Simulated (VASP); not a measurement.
# Pd (Fm-3m) in VASP: notebook, part 2 of 2

VASP 6.6.1. The steps go on from the part before.

## (5) Single point, PBE+D3(BJ)

This run uses another cell than the first one, of 15.05 Å³/atom, 1.020 times its volume.

INCAR reads:

```
PREC = Accurate
ENCUT = 520
EDIFF = 1E-6
ISMEAR = -1
SIGMA = 0.05
LREAL = False
LASPH = True
NELM = 80
ALGO = Normal
ISIF = 2
LWAVE = False
LCHARG = False
GGA = PE
IVDW = 12
NBANDS = 11
```

KPOINTS reads:

```
regular mesh
0
Gamma
  12 12 12
```

POSCAR reads:

```
Pd
1.0
    0.0000000000      1.9593911042      1.9593911042
    1.9593911042      0.0000000000      1.9593911042
    1.9593911042      1.9593911042      0.0000000000
Pd
1
Direct
    0.0000000000      0.0000000000      0.0000000000
```

Potentials or basis: VASP PAW PBE potentials, release 64 (Pd).

Run with:

```console
cat potpaw_PBE.64/Pd/POTCAR > POTCAR
mpirun -np 1 vasp_std > vasp.out
```

OUTCAR:

```text
PREC = Accurate
   ENCUT = 520
   EDIFF = 1E-6
   ISMEAR = -1
   LREAL = False
   LASPH = True
   NELM = 80
   ISIF = 2
   GGA = PE
   IVDW = 12
 IVDW          = 12

 ion  position               nearest neighbor table
   1  0.000  0.000  0.000-

  LATTYP: Found a face centered cubic cell.
 ALAT       =     3.9187822084

  Lattice vectors:

 A1 = (   0.0000000000,   1.9593911042,   1.9593911042)
 A2 = (   1.9593911042,   0.0000000000,   1.9593911042)
 A3 = (   1.9593911042,   1.9593911042,   0.0000000000)

Analysis of symmetry for initial positions (statically):
[... 33 lines left out ...]
                                     Primitive cell

  volume of cell :      15.0450

  direct lattice vectors                    reciprocal lattice vectors
     0.000000000  1.959391104  1.959391104    -0.255181316  0.255181316  0.255181316
     1.959391104  0.000000000  1.959391104     0.255181316 -0.255181316  0.255181316
     1.959391104  1.959391104  0.000000000     0.255181316  0.255181316 -0.255181316

  length of vectors
     2.770997474  2.770997474  2.770997474     0.441987004  0.441987004  0.441987004

  position of ions in fractional coordinates (direct lattice)
     0.000000000  0.000000000  0.000000000

  ion indices of the primitive-cell ions
   primitive index   ion index
                 1           1

----------------------------------------------------------------------------------------

 KPOINTS: regular mesh

Automatic generation of k-mesh.
 Grid dimensions read from file:
 generate k-points for:   12   12   12

 Generating k-lattice:

  Cartesian coordinates                     Fractional coordinates (reciprocal lattice)
    -0.021265110  0.021265110  0.021265110     0.083333333  0.000000000  0.000000000
     0.021265110 -0.021265110  0.021265110     0.000000000  0.083333333  0.000000000
[... 79 lines left out ...]
  volume/ion in A,a.u.               =      15.05       101.53
  Fermi-wavevector in a.u.,A,eV,Ry     =   1.428709  2.699868 27.772330  2.041209
  Thomas-Fermi vector in A             =   2.548741
   LORBIT       =      0    0 simple, 1 ext, 2 COOP (PROOUT), +10 PAW based schemes
   GGA     = PE    functional components
   LHFCALC =     F    Hartree Fock is set to
   AEXX    =    0.0000 exact exchange contribution
   IVDW    =    12    specifies the selected vdW correction
   LEPSILON=     F    determine dielectric tensor
   LRPA    =     F    only Hartree local field effects (RPA)
 non-spin polarized calculation
  energy-cutoff  :      520.00
  volume of cell :       15.05
 maximum number of plane-waves:       419
 NGX is ok and might be reduce to    24
   NGX = 11   NGY = 11   NGZ = 11

 number of electron      10.0000000 magnetization

 number of electron       9.9999999 magnetization

 Free energy of the ion-electron system (eV)
  ---------------------------------------------------
  ext. energy  EPLUGINS =         0.00000000
  ---------------------------------------------------
  free energy    TOTEN  =        -5.22828496 eV

  energy without entropy =       -5.20824650  energy(sigma->0) =       -5.21826573

 E-fermi :   9.4211     XC(G=0): -13.0634

 val. band max:        9.4157906357   @ k =  -0.4167   0.4167   0.1667
 cond. band min:       9.4215780495   @ k =  -0.3333   0.4167   0.0833
 fundamental gap:      0.0057874139
 Fermi energy:         9.4211247563

 k-point     1 :       0.0000    0.0000    0.0000
  band No.  band energies     occupation
      1       2.4649      2.00000
      2       6.6922      2.00000
      3       6.6922      2.00000
      4       6.6922      2.00000
      5       8.2512      2.00000
      6       8.2512      2.00000
      7      26.6334      0.00000
      8      31.2990      0.00000
      9      31.2990      0.00000
     10      31.2990      0.00000
     11      35.7099      0.00000
[... 309 lines left out ...]
 k-point    24 :      -0.4167    0.1667    0.0000
  band No.  band energies     occupation
      1       4.8986      2.00000
      2       6.2367      2.00000
      3       7.1692      2.00000
      4       7.5829      2.00000
      5       9.1958      1.97819
      6      13.0294      0.00000
      7      16.8950      0.00000
      8      25.1461      0.00000
      9      28.1911      0.00000
     10      29.1287      0.00000
     11      35.8147      0.00000

 [... further k-points ...]

------------------------ aborting loop because EDIFF is reached ----------------------------------------

 Edisp (eV)   -0.65446

 E8    (eV) :    -0.2892

  FORCE on cell =-STRESS in cart. coord.  units (eV):
  Direction    XX          YY          ZZ          XY          YZ          ZX
  --------------------------------------------------------------------------------------
  -------------------------------------------------------------------------------------
  Total      -0.41870    -0.41870    -0.41870    -0.00000     0.00000     0.00000
  in kB     -44.58801   -44.58801   -44.58801    -0.00000     0.00000     0.00000
  external pressure =      -44.59 kB  Pullay stress =        0.00 kB

 VOLUME and BASIS-vectors are now :
 -----------------------------------------------------------------------------
  energy-cutoff  :      520.00
  volume of cell :       15.05
      direct lattice vectors                 reciprocal lattice vectors
     0.000000000  1.959391104  1.959391104    -0.255181316  0.255181316  0.255181316
     1.959391104  0.000000000  1.959391104     0.255181316 -0.255181316  0.255181316
     1.959391104  1.959391104  0.000000000     0.255181316  0.255181316 -0.255181316

 POSITION                                       TOTAL-FORCE (eV/Angst)
 -----------------------------------------------------------------------------------
      0.00000      0.00000      0.00000        -0.000000     -0.000000     -0.000000
 -----------------------------------------------------------------------------------
    total drift:                               -0.000000      0.000000     -0.000000

  FREE ENERGIE OF THE ION-ELECTRON SYSTEM (eV)
  ---------------------------------------------------
  free  energy   TOTEN  =        -5.8827432660 eV

  energy  without entropy=       -5.8627048063  energy(sigma->0) =       -5.87272404
```

OSZICAR:

```text
N       E                     dE             d eps       ncg     rms          rms(c)
DAV:   1     0.441744648246E+02    0.44174E+02   -0.52882E+03  1584   0.857E+02
DAV:   2    -0.481651283454E+01   -0.48991E+02   -0.47127E+02  1749   0.183E+02
DAV:   3    -0.550593543255E+01   -0.68942E+00   -0.68778E+00  1909   0.230E+01
DAV:   4    -0.550892767443E+01   -0.29922E-02   -0.29919E-02  1899   0.162E+00
DAV:   5    -0.550896014992E+01   -0.32475E-04   -0.32475E-04  2023   0.154E-01    0.732E+00
DAV:   6    -0.524150758222E+01    0.26745E+00   -0.10907E+00  1950   0.852E+00    0.357E+00
DAV:   7    -0.523170672920E+01    0.98009E-02   -0.17263E-02  2060   0.938E-01    0.188E+00
DAV:   8    -0.522832248028E+01    0.33842E-02   -0.14806E-03  1934   0.348E-01    0.107E-01
DAV:   9    -0.522828088532E+01    0.41595E-04   -0.21594E-04  2029   0.125E-01    0.237E-02
DAV:  10    -0.522828579619E+01   -0.49109E-05   -0.96404E-06  1950   0.270E-02    0.828E-03
DAV:  11    -0.522828496068E+01    0.83551E-06   -0.17752E-07  1321   0.437E-03
   1 F= -.58827433E+01 E0= -.58727240E+01  d E =-.200385E-01
```

stdout:

```text
POSCAR found type information on POSCAR Pd
 POSCAR found :  1 types and       1 ions
 scaLAPACK will be used
 LDA part: xc-table for (Slater+PW92), standard interpolation
 POSCAR, INCAR and KPOINTS ok, starting setup
 FFT: planning ... GRIDC
 FFT: planning ... GRID_SOFT
 FFT: planning ... GRID
 WAVECAR not read
 entering main loop
```

Wall time 6.5 s (1 thread of Intel Xeon 6975P-C, shared host); peak memory 0.15 GiB.

What came out:

* Free energy: -5.8827 eV
* Pressure: -4.5 GPa
* Band gap on the k mesh: zero (band 5 reaches 9.72 eV, above the bottom of band 6 at 8.19 eV)
* Dispersion energy per atom: -0.654 eV

Levels at points of the mesh, in eV from the Fermi level:
| k point | band 1 | band 2 | band 3 | band 4 | band 5 | band 6 | band 7 | band 8 | band 9 | band 10 |
| --- | --- | --- | --- | --- | --- | --- | --- | --- | --- | --- |
| (0.00, 0.00, 0.00) | -6.96 | -2.73 | -2.73 | -2.73 | -1.17 | -1.17 | 17.21 | 21.88 | 21.88 | 21.88 |
| (0.50, 0.00, 0.00) | -5.12 | -2.77 | -2.77 | -0.01 | -0.01 | 1.09 | 7.19 | 16.57 | 20.94 | 20.94 |
| (0.50, 0.50, 0.00) | -5.20 | -4.92 | -0.04 | 0.30 | 0.30 | 3.38 | 10.59 | 13.13 | 13.13 | 21.32 |

Caveat: pairwise dispersion overbinds metals, which lowers pressure and volume.

## (6) Overview

```tsv
level	potentials or basis	cell	k mesh	gap on the mesh (eV)	pressure (GPa)
PBE	VASP PAW PBE potentials, release 64 (Pd)	a = 2.753 Å, angles 60.0°, 1 atom	20 × 20 × 20	none	6.8
SVWN5	VASP PAW PBE potentials, release 64 (Pd)	a = 2.753 Å, angles 60.0°, 1 atom	12 × 12 × 12	none	-9.2
LDA	VASP PAW LDA potentials, release 64 (Pd)	a = 2.789 Å, angles 60.0°, 1 atom	12 × 12 × 12	none	-14.7
PBE+D3(BJ)	VASP PAW PBE potentials, release 64 (Pd)	a = 2.771 Å, angles 60.0°, 1 atom	12 × 12 × 12	none	-4.5
```

Alike in all rows: task single point; no spin polarisation; cutoff (eV) 520; smearing fermi-dirac 0.05 eV.

Caveats: the PAW data sets were made with another functional, which shifts forces and pressure a little (some runs); pairwise dispersion overbinds metals, which lowers pressure and volume (some runs).

Absolute energies hang on the potentials; compare differences alone.
